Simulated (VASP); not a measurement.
# C (Fd-3m) in VASP: further runs

Aim: see how the results for C move with the level of theory and the settings. Levels: PBE, PBE-based screened hybrid. Tasks: single point.

All numbers are computed with VASP 6.6.1; they aren't measurements. Logs are shortened: lines on timing, memory, paths and dates and some standing lists are left out, and cuts for length are marked.

### Step 1. The cell of the first run

It takes space group Fd-3m (No. 227, cubic). Conventional cell: a = 3.560 Å, b = 3.560 Å, c = 3.560 Å, α = 90.00°, β = 90.00°, γ = 90.00°. Within 2.1 Å of C (site symmetry -43m) lie 4 C at 1.54 Å.

### Step 2. Single point, PBE

File INCAR:

```
SYSTEM = C
  ALGO = Normal
  EDIFF = 1E-6
  ENCUT = 520
  GGA = PE
  ISIF = 2
  ISMEAR = 1
  LASPH = .True.
  LCHARG = .False.
  LREAL = .False.
  LWAVE = .False.
  NBANDS = 11
  NELM = 100
  PREC = Accurate
  SIGMA = 0.05
```

File KPOINTS:

```
k-points
0
Gamma
  8 8 8
  0 0 0
```

File POSCAR:

```
C
1.0
    0.0000000000      1.7801241411      1.7801241411
    1.7801241411      0.0000000000      1.7801241411
    1.7801241411      1.7801241411      0.0000000000
C
2
Direct
    0.0000000000      0.0000000000      0.0000000000
    0.2500000000      0.2500000000      0.2500000000
```

Potentials or basis: VASP PAW PBE potentials, release 64 (C).

Run with:

```sh
cat potpaw_PBE.64/C/POTCAR > POTCAR
mpirun -np 1 vasp_std > vasp.out
```

OUTCAR:

```text
SYSTEM = C
   EDIFF = 1E-6
   ENCUT = 520
   GGA = PE
   ISIF = 2
   ISMEAR = 1
   LASPH = .True.
   LREAL = .False.
   NELM = 100
   PREC = Accurate

 ion  position               nearest neighbor table
   1  0.000  0.000  0.000-   2 1.54   2 1.54   2 1.54   2 1.54
   2  0.250  0.250  0.250-   1 1.54   1 1.54   1 1.54   1 1.54

  LATTYP: Found a face centered cubic cell.
 ALAT       =     3.5602482822

  Lattice vectors:

 A1 = (   0.0000000000,   1.7801241411,   1.7801241411)
 A2 = (   1.7801241411,   0.0000000000,   1.7801241411)
 A3 = (   1.7801241411,   1.7801241411,   0.0000000000)

Analysis of symmetry for initial positions (statically):
=====================================================================
 Subroutine PRICEL returns:
 Original cell was already a primitive cell.

 Routine SETGRP: Setting up the symmetry group for a
 face centered cubic supercell.

 Subroutine GETGRP returns: Found 48 space group operations
 (whereof 24 operations were pure point group operations)
 out of a pool of 48 trial point group operations.

The static configuration has the point symmetry T_d .
 The point group associated with its full space group is O_h .

Analysis of symmetry for dynamics (positions and initial velocities):
=====================================================================
 Subroutine PRICEL returns:
 Original cell was already a primitive cell.

 Routine SETGRP: Setting up the symmetry group for a
 face centered cubic supercell.

 Subroutine GETGRP returns: Found 48 space group operations
 (whereof 24 operations were pure point group operations)
 out of a pool of 48 trial point group operations.

The dynamic configuration has the point symmetry T_d .
 The point group associated with its full space group is O_h .

 Subroutine INISYM returns: Found 48 space group operations
 (whereof 24 operations are pure point group operations),
 and found     1 'primitive' translations

----------------------------------------------------------------------------------------

                                     Primitive cell

  volume of cell :      11.2819

  direct lattice vectors                    reciprocal lattice vectors
     0.000000000  1.780124141  1.780124141    -0.280879287  0.280879287  0.280879287
     1.780124141  0.000000000  1.780124141     0.280879287 -0.280879287  0.280879287
     1.780124141  1.780124141  0.000000000     0.280879287  0.280879287 -0.280879287

  length of vectors
     2.517475703  2.517475703  2.517475703     0.486497196  0.486497196  0.486497196

  position of ions in fractional coordinates (direct lattice)
     0.000000000  0.000000000  0.000000000
     0.250000000  0.250000000  0.250000000

  ion indices of the primitive-cell ions
   primitive index   ion index
                 1           1
                 2           2

----------------------------------------------------------------------------------------

 KPOINTS: k-points

Automatic generation of k-mesh.
 Grid dimensions read from file:
 generate k-points for:    8    8    8

 Generating k-lattice:

  Cartesian coordinates                     Fractional coordinates (reciprocal lattice)
    -0.035109911  0.035109911  0.035109911     0.125000000  0.000000000  0.000000000
     0.035109911 -0.035109911  0.035109911     0.000000000  0.125000000  0.000000000
     0.035109911  0.035109911 -0.035109911     0.000000000  0.000000000  0.125000000

  Length of vectors
     0.060812150  0.060812150  0.060812150

  Shift w.r.t. Gamma in fractional coordinates (k-lattice)
     0.000000000  0.000000000  0.000000000

 Subroutine IBZKPT returns following result:
 ===========================================

 Found     29 irreducible k-points:

 Following reciprocal coordinates:
            Coordinates               Weight
  0.000000  0.000000  0.000000      1.000000
  0.125000  0.000000  0.000000      8.000000
  0.250000  0.000000  0.000000      8.000000
  0.375000  0.000000  0.000000      8.000000
  0.500000  0.000000  0.000000      4.000000
  0.125000  0.125000  0.000000      6.000000
[... 16 lines left out ...]
  0.500000  0.250000  0.125000     48.000000
 -0.375000  0.250000  0.125000     24.000000
 [... further k-points ...]
   k-points           NKPTS =     29   k-points in BZ     NKDIM =     29   number of bands    NBANDS=     11
   number of dos      NEDOS =    301   number of ions     NIONS =      2
   total plane-waves  NPLWV =   8000
   dimension x,y,z NGX =    20 NGY =   20 NGZ =   20
   dimension x,y,z NGXF=    40 NGYF=   40 NGZF=   40
   ions per type =               2
   NGX,Y,Z   is equivalent  to a cutoff of  13.21, 13.21, 13.21 a.u.
   NGXF,Y,Z  is equivalent  to a cutoff of  26.41, 26.41, 26.41 a.u.
 SYSTEM =  C
   PREC   = accura    normal or accurate (medium, high low for compatibility)
   ISTART =      0    job   : 0-new  1-cont  2-samecut
   ICHARG =      2    charge: 1-file 2-atom 10-const
   ISPIN  =      1    spin polarized calculation?
   LNONCOLLINEAR =      F non collinear calculations
   LSORBIT =      F    spin-orbit coupling
   LASPH  =      T    aspherical Exc in radial PAW
   ENCUT  =  520.0 eV  38.22 Ry    6.18 a.u.   4.68  4.68  4.68*2*pi/ulx,y,z
   NELM   =    100;   NELMIN=  2; NELMDL= -5     # of ELM steps
   EDIFF  = 0.1E-05   stopping-criterion for ELM
   LREAL  =      F    real-space projection
   EDIFFG = 0.1E-04   stopping-criterion for IOM
   NSW    =      0    number of steps for IOM
   IBRION =     -1    ionic relax: 0-MD 1-quasi-New 2-CG
   NFREE  =      0    steps in history (QN), initial steepest desc. (CG)
   ISIF   =      2    stress and relaxation
   ISYM   =      2    0-nonsym 1-usesym 2-fastsym
   POTIM  = 0.5000    time-step for ionic-motion
   TEBEG  =    0.0;   TEEND  =   0.0 temperature during run
   PSTRESS=    0.0 pullay stress
   NELECT =       8.0000    total number of electrons
   NUPDOWN=      -1.0000    fix difference up-down
   EMIN   =  10.00;   EMAX   =-10.00  energy-range for DOS
   EFERMI =   0.00;   METHOD = LEGACY
   ISMEAR =     1;   SIGMA  =   0.05  broadening in eV -4-tet -1-fermi 0-gaus
   EFERMI_NEDOS =   21; number of points for ismear=-14 and -15
   IALGO  =     38    algorithm
   IMIX   =      4    mixing-type and parameters
     AMIX     =   0.40;   BMIX     =  1.00
     AMIX_MAG =   1.60;   BMIX_MAG =  1.00
  volume/ion in A,a.u.               =       5.64        38.07
  Fermi-wavevector in a.u.,A,eV,Ry     =   1.459860  2.758735 28.996616  2.131191
  Thomas-Fermi vector in A             =   2.576377
   LORBIT       =      0    0 simple, 1 ext, 2 COOP (PROOUT), +10 PAW based schemes
   GGA     = PE    functional components
   LHFCALC =     F    Hartree Fock is set to
   AEXX    =    0.0000 exact exchange contribution
   IVDW    =     0    specifies the selected vdW correction
   LEPSILON=     F    determine dielectric tensor
   LRPA    =     F    only Hartree local field effects (RPA)
 non-spin polarized calculation
 Methfessel and Paxton  Order N= 1 SIGMA  =   0.05
  energy-cutoff  :      520.00
  volume of cell :       11.28
 maximum number of plane-waves:       314
   NGX =  9   NGY =  9   NGZ =  9

 number of electron       7.9999999 magnetization

 Free energy of the ion-electron system (eV)
  ---------------------------------------------------
  ext. energy  EPLUGINS =         0.00000000
  ---------------------------------------------------
  free energy    TOTEN  =       -18.18291758 eV

  energy without entropy =      -18.18293457  energy(sigma->0) =      -18.18292324

 E-fermi :   9.8518     XC(G=0): -13.2782

 val. band max:        9.8097165191   @ k =   0.0000   0.0000   0.0000
 cond. band min:      13.9538554276   @ k =   0.3750   0.3750   0.0000
 fundamental gap:      4.1441389085
 Fermi energy:         9.8518100799

 k-point     1 :       0.0000    0.0000    0.0000
  band No.  band energies     occupation
      1     -11.7414      2.00000
      2       9.8097      2.00000
      3       9.8097      2.00000
      4       9.8097      2.00000
      5      15.4145      0.00000
      6      15.4145      0.00000
      7      15.4145      0.00000
      8      23.2672      0.00000
      9      29.1735      0.00000
     10      36.4039      0.00000
     11      36.4039      0.00000

 k-point     2 :       0.1250    0.0000    0.0000
  band No.  band energies     occupation
      1     -11.3075      2.00000
      2       7.3846      2.00000
      3       9.1534      2.00000
      4       9.1534      2.00000
      5      16.2782      0.00000
      6      16.2782      0.00000
      7      16.7132      0.00000
      8      23.6259      0.00000
      9      29.8252      0.00000
     10      33.3346      0.00000
     11      33.3346      0.00000

 k-point     3 :       0.2500    0.0000    0.0000
  band No.  band energies     occupation
      1     -10.0191      2.00000
      2       3.1925      2.00000
      3       8.0546      2.00000
      4       8.0546      2.00000
      5      17.6244      0.00000
      6      17.6244      0.00000
      7      18.0061      0.00000
      8      24.5367      0.00000
      9      30.5949      0.00000
     10      32.2503      0.00000
     11      32.2503      0.00000

 k-point     4 :       0.3750    0.0000    0.0000
  band No.  band energies     occupation
      1      -7.9440      2.00000
      2      -0.9055      2.00000
      3       7.2690      2.00000
      4       7.2690      2.00000
      5      18.2195      0.00000
      6      18.2195      0.00000
      7      18.5756      0.00000
      8      25.3379      0.00000
      9      31.0522      0.00000
     10      33.8748      0.00000
     11      33.8748      0.00000

 k-point     5 :       0.5000    0.0000    0.0000
  band No.  band energies     occupation
      1      -5.9340      2.00000
      2      -3.6233      2.00000
      3       6.9956      2.00000
      4       6.9956      2.00000
      5      18.2919      0.00000
      6      18.2919      0.00000
      7      18.7319      0.00000
      8      25.5580      0.00000
      9      31.7860      0.00000
     10      34.0899      0.00000
     11      35.8273      0.00000
[... 211 lines left out ...]
 k-point    21 :       0.5000    0.5000    0.0000
  band No.  band energies     occupation
      1      -2.9925      2.00000
      2      -2.9925      2.00000
      3       3.4785      2.00000
      4       3.4785      2.00000
      5      14.5793      0.00000
      6      14.5793      0.00000
      7      26.7016      0.00000
      8      26.7016      0.00000
      9      33.1497      0.00000
     10      33.1497      0.00000
     11      42.2660      0.00000

 k-point    22 :       0.3750    0.2500    0.1250
  band No.  band energies     occupation
      1      -8.8892      2.00000
      2       3.2805      2.00000
      3       4.2798      2.00000
      4       6.9093      2.00000
      5      16.4051      0.00000
      6      19.8923      0.00000
      7      21.4363      0.00000
      8      21.6165      0.00000
      9      30.5616      0.00000
     10      31.4721      0.00000
     11      35.5895      0.00000

 k-point    23 :       0.5000    0.2500    0.1250
  band No.  band energies     occupation
      1      -6.8544      2.00000
      2      -0.0722      2.00000
      3       3.5044      2.00000
      4       5.7073      2.00000
      5      17.8018      0.00000
      6      19.4841      0.00000
      7      22.2734      0.00000
      8      23.2118      0.00000
      9      30.0599      0.00000
     10      32.2149      0.00000
     11      36.0425      0.00000

 k-point    24 :      -0.3750    0.2500    0.1250
  band No.  band energies     occupation
      1      -4.9195      2.00000
      2      -2.6066      2.00000
      3       3.4720      2.00000
      4       5.0961      2.00000
      5      18.1266      0.00000
      6      19.3059      0.00000
      7      22.9375      0.00000
      8      24.7451      0.00000
      9      28.1854      0.00000
     10      33.8290      0.00000
     11      36.2254      0.00000

 [... further k-points ...]
[... 5 lines left out ...]
  --------------------------------------------------------------------------------------
  -------------------------------------------------------------------------------------
  Total        0.3455857      0.3455857      0.3455857      0.0000000     -0.0000000     -0.0000000
  in kB       49.0778481     49.0778481     49.0778481      0.0000000     -0.0000000     -0.0000000
  external PRESSURE =      49.0778481 kB  Pullay stress =       0.0000000 kB

 VOLUME and BASIS-vectors are now :
 -----------------------------------------------------------------------------
  energy-cutoff  :      520.00
  volume of cell :       11.28
      direct lattice vectors                 reciprocal lattice vectors
     0.000000000  1.780124141  1.780124141    -0.280879287  0.280879287  0.280879287
     1.780124141  0.000000000  1.780124141     0.280879287 -0.280879287  0.280879287
     1.780124141  1.780124141  0.000000000     0.280879287  0.280879287 -0.280879287

 POSITION                                       TOTAL-FORCE (eV/Angst)
 -----------------------------------------------------------------------------------
      0.00000      0.00000      0.00000         0.000000      0.000000     -0.000000
      0.89006      0.89006      0.89006        -0.000000     -0.000000      0.000000
 -----------------------------------------------------------------------------------
    total drift:                                0.000000      0.000000      0.000000

  FREE ENERGIE OF THE ION-ELECTRON SYSTEM (eV)
  ---------------------------------------------------
  free  energy   TOTEN  =       -18.1829175811 eV

  energy  without entropy=      -18.1829345672  energy(sigma->0) =      -18.18292324
```

It took 5.9 s on 1 thread of Intel Xeon 8259CL, shared host; peak memory 0.11 GiB.

What came out:

- Free energy: -18.1829 eV
- Pressure: 4.9 GPa
- Band gap on the k mesh: 4.14 eV, indirect (least direct gap 5.60 eV)

A k mesh can miss the band edges.

### Step 3. Single point, PBE

File INCAR:

```
SYSTEM = C
PREC     = Accurate       ! precision mode
ENCUT    = 520            ! plane-wave cutoff, eV
EDIFF    = 1E-6           ! SCF threshold, eV
ISMEAR   = 0              ! smearing method
SIGMA    = 0.01           ! smearing width, eV
LREAL    = .False.        ! projectors in reciprocal space
LASPH    = .True.         ! aspherical terms in the spheres
NELM     = 60             ! most SCF steps
ALGO     = Normal         ! electronic algorithm
ISIF     = 2              ! what is computed and relaxed
LWAVE    = .False.        ! write WAVECAR
LCHARG   = .False.        ! write CHGCAR
GGA      = PE             ! functional
NBANDS   = 11             ! bands
ISYM     = 0
```

File KPOINTS:

```
Automatic mesh
0
Gamma
  8 8 8
  0 0 0
```

POSCAR is that of step 2.

Potentials or basis: VASP PAW PBE potentials, release 64 (C).

Run with:

```sh
cat potpaw_PBE.64/C/POTCAR > POTCAR
mpirun -np 1 vasp_std > vasp.out
```

OUTCAR:

```text
SYSTEM = C
   PREC = Accurate
   ENCUT = 520
   EDIFF = 1E-6
   ISMEAR = 0
   LREAL = .False.
   LASPH = .True.
   NELM = 60
   ISIF = 2
   GGA = PE
   ISYM = 0

 ion  position               nearest neighbor table
   1  0.000  0.000  0.000-   2 1.54   2 1.54   2 1.54   2 1.54
   2  0.250  0.250  0.250-   1 1.54   1 1.54   1 1.54   1 1.54

IMPORTANT INFORMATION: All symmetrisations will be switched off!
NOSYMM: (Re-)initialisation of all symmetry stuff for point group C_1.

[... 486 lines left out ...]

------------------------ aborting loop because EDIFF is reached ----------------------------------------

  FORCE on cell =-STRESS in cart. coord.  units (eV):
  Direction    XX          YY          ZZ          XY          YZ          ZX
  --------------------------------------------------------------------------------------
  -------------------------------------------------------------------------------------
  Total        0.3455865      0.3455866      0.3455865      0.0000005     -0.0000011      0.0000031
  in kB       49.0779616     49.0779653     49.0779649      0.0000703     -0.0001615      0.0004419
  external PRESSURE =      49.0779639 kB  Pullay stress =       0.0000000 kB

 VOLUME and BASIS-vectors are now :
 -----------------------------------------------------------------------------
  energy-cutoff  :      520.00
  volume of cell :       11.28
      direct lattice vectors                 reciprocal lattice vectors
     0.000000000  1.780124141  1.780124141    -0.280879287  0.280879287  0.280879287
     1.780124141  0.000000000  1.780124141     0.280879287 -0.280879287  0.280879287
     1.780124141  1.780124141  0.000000000     0.280879287  0.280879287 -0.280879287

 POSITION                                       TOTAL-FORCE (eV/Angst)
 -----------------------------------------------------------------------------------
      0.00000      0.00000      0.00000        -0.000000     -0.000001     -0.000000
      0.89006      0.89006      0.89006         0.000000      0.000001      0.000000
 -----------------------------------------------------------------------------------
    total drift:                               -0.000000      0.000000      0.000001

  FREE ENERGIE OF THE ION-ELECTRON SYSTEM (eV)
  ---------------------------------------------------
  free  energy   TOTEN  =       -18.1829346595 eV

  energy  without entropy=      -18.1829346595  energy(sigma->0) =      -18.18293466
```

stdout:

```text
POSCAR found type information on POSCAR C
 POSCAR found :  1 types and       2 ions
 scaLAPACK will be used
 LDA part: xc-table for (Slater+PW92), standard interpolation
 POSCAR, INCAR and KPOINTS ok, starting setup
 FFT: planning ... GRIDC
 FFT: planning ... GRID_SOFT
 FFT: planning ... GRID
 WAVECAR not read
 entering main loop
```

Wall time 39 s (1 thread of Intel Xeon 8259CL, shared host); peak memory 0.14 GiB.

Results:

```yaml
Free_energy: -18.1829 eV
Pressure: 4.9 GPa
Band_gap_on_the_k_mesh: 4.14 eV, indirect (least direct gap 5.60 eV)
```

A k mesh can miss the band edges. A hybrid or GW would open this gap; PBE tends to underestimate it.

### Step 4. Single point, PBE-based screened hybrid

POSCAR is that of step 3.

File INCAR.step1:

```
SYSTEM = C
ALGO     = Normal         ! electronic algorithm
EDIFF    = 1E-5           ! SCF threshold, eV
ENCUT    = 520            ! plane-wave cutoff, eV
GGA      = PE             ! functional
GGA_COMPAT= .FALSE.      
ISIF     = 2              ! what is computed and relaxed
ISMEAR   = 0              ! smearing method
LASPH    = .TRUE.         ! aspherical terms in the spheres
LCHARG   = .FALSE.        ! write CHGCAR
LREAL    = .FALSE.        ! projectors in reciprocal space
LWAVE    = .TRUE.         ! write WAVECAR
NBANDS   = 11             ! bands
NELM     = 120            ! most SCF steps
PREC     = Accurate       ! precision mode
SIGMA    = 0.01           ! smearing width, eV
```

File INCAR.step2:

```
SYSTEM = C
AEXX     = 0.75           ! exact-exchange fraction
ALGO     = Normal         ! electronic algorithm
EDIFF    = 1E-6           ! SCF threshold, eV
ENCUT    = 520            ! plane-wave cutoff, eV
GGA      = PE             ! functional
GGA_COMPAT= .FALSE.      
HFSCREEN = 0.3            ! screening, 1/A
ISIF     = 2              ! what is computed and relaxed
ISMEAR   = 0              ! smearing method
ISTART   = 1            
LASPH    = .TRUE.         ! aspherical terms in the spheres
LCHARG   = .FALSE.        ! write CHGCAR
LHFCALC  = .TRUE.         ! exact exchange
LREAL    = .FALSE.        ! projectors in reciprocal space
LWAVE    = .FALSE.        ! write WAVECAR
NBANDS   = 11             ! bands
NELM     = 120            ! most SCF steps
PREC     = Accurate       ! precision mode
PRECFOCK = Normal       
SIGMA    = 0.01           ! smearing width, eV
```

File KPOINTS:

```
k-points
0
G
  6 6 6
  0 0 0
```

Run with:

```sh
cat potpaw_PBE.64/C/POTCAR > POTCAR
cp INCAR.step1 INCAR
mpirun -np 1 vasp_std > vasp.out
cp INCAR.step2 INCAR
mpirun -np 1 vasp_std > vasp.out
```

Run time: 5 min. Hardware: 1 thread of Intel Xeon 8259CL, shared host; peak memory 0.22 GiB.

It converged, with:

```yaml
Free_energy: -25.6430 eV
Pressure: -21.6 GPa
Band_gap_on_the_k_mesh: 7.09 eV, indirect (least direct gap 9.23 eV)
```

Levels at points of the mesh, in eV from the valence-band top:
| k point | band 2 | band 3 | band 4 | band 5 | band 6 | band 7 |
| --- | --- | --- | --- | --- | --- | --- |
| (0.00, 0.00, 0.00) | 0.00 | 0.00 | 0.00 | 9.23 | 9.23 | 9.23 |
| (0.50, 0.00, 0.00) | -16.79 | -3.48 | -3.48 | 12.50 | 12.50 | 12.73 |
| (0.50, 0.50, 0.00) | -16.40 | -7.84 | -7.84 | 7.64 | 7.64 | 23.37 |

Caveat: the k points lie up to 0.51 Å⁻¹ apart; the PAW data sets were made with another functional, which shifts forces and pressure a little. A k mesh can miss the band edges.

(Part 1 of 2 ends here.)
